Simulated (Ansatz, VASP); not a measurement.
**Te in VASP and in Ansatz**

INCAR

```
SYSTEM = Te
PREC     = Accurate       ! precision mode
ENCUT    = 600            ! plane-wave cutoff, eV
EDIFF    = 1E-7           ! SCF threshold, eV
ISMEAR   = 0              ! smearing method
SIGMA    = 0.1            ! smearing width, eV
LREAL    = .False.        ! projectors in reciprocal space
LASPH    = .True.         ! aspherical terms in the spheres
NELM     = 60             ! most SCF steps
ALGO     = Normal         ! electronic algorithm
ISIF     = 3              ! what is computed and relaxed
LWAVE    = .False.        ! write WAVECAR
LCHARG   = .False.        ! write CHGCAR
GGA      = PE             ! functional
IVDW     = 12             ! dispersion correction
IBRION   = 2              ! ionic algorithm
NSW      = 100            ! ionic steps
EDIFFG   = -0.005         ! ionic threshold
```

The input KPOINTS:

```
Automatic mesh
0
Gamma
  12 12 8
  0 0 0
```

The input POSCAR:

```
Te
1.0
    4.3195876489      0.0000000000      0.0000000000
   -2.1597938244      3.7408726378      0.0000000000
    0.0000000000      0.0000000000      5.9664055653
Te
3
Direct
    0.2844574700      0.0000000000      0.3333333333
    0.0000000000      0.2844574700      0.6666666667
    0.7155425300      0.7155425300      0.0000000000
```

Input for Ansatz:

```yaml
crystal:
  lattice:
    - [4.3195876489, 0.0, 0.0]
    - [-2.1597938244, 3.7408726378, 0.0]
    - [0.0, 0.0, 5.9664055653]
  atoms:
    - { symbol: Te, position: [0.28445747, 0.0, 0.3333333333] }
    - { symbol: Te, position: [0.0, 0.28445747, 0.6666666667] }
    - { symbol: Te, position: [0.71554253, 0.71554253, 0.0] }
basis:
  ecutwfc: 420
kpoints:
  mp_grid: { grid: [12, 12, 8] }
hamiltonian:
  xc: pbe
  dispersion: d3bj
scf:
  occupations: { method: gaussian, width: 0.1 }
output:
  forces: true
  stress: true
  eigenvalues: true
relax:
  adjacent_minimum: "off"
  f_tol: 0.005
  max_steps: 80
  cell: { stress_tol: 0.05 }
```

Alike in both runs: task relaxation of cell and atoms; functional PBE; dispersion D3(BJ); k mesh 12 × 12 × 8; occupations gaussian, width 0.1 eV; no spin polarisation.

|  | VASP | Ansatz |
| --- | --- | --- |
| version | VASP 6.6.1 | Ansatz 0.2.0 |
| potentials or method | VASP PAW PBE potentials, release 64 (Te), cutoff 600 eV | scalar-relativistic, plane waves, PAW |
| valence electrons in the cell | 18 | 48 |

```csv
,VASP,Ansatz,Ansatz less VASP
"gap on the k mesh at the Fermi level, each at its own relaxed structure (eV)",none,none,-
relaxed volume (Å³/atom),32.03,32.11,+0.078
relaxed length of the cell vector where the two differ most in proportion (Å),4.309,4.317,+0.0075
```

A gap of «none» marks a metal or a gap that the smearing closes. VASP's potentials hold 18 valence electrons a cell and Ansatz's 48, so a difference there can come from the potentials and not from the codes.

Spin-orbit coupling is off throughout.
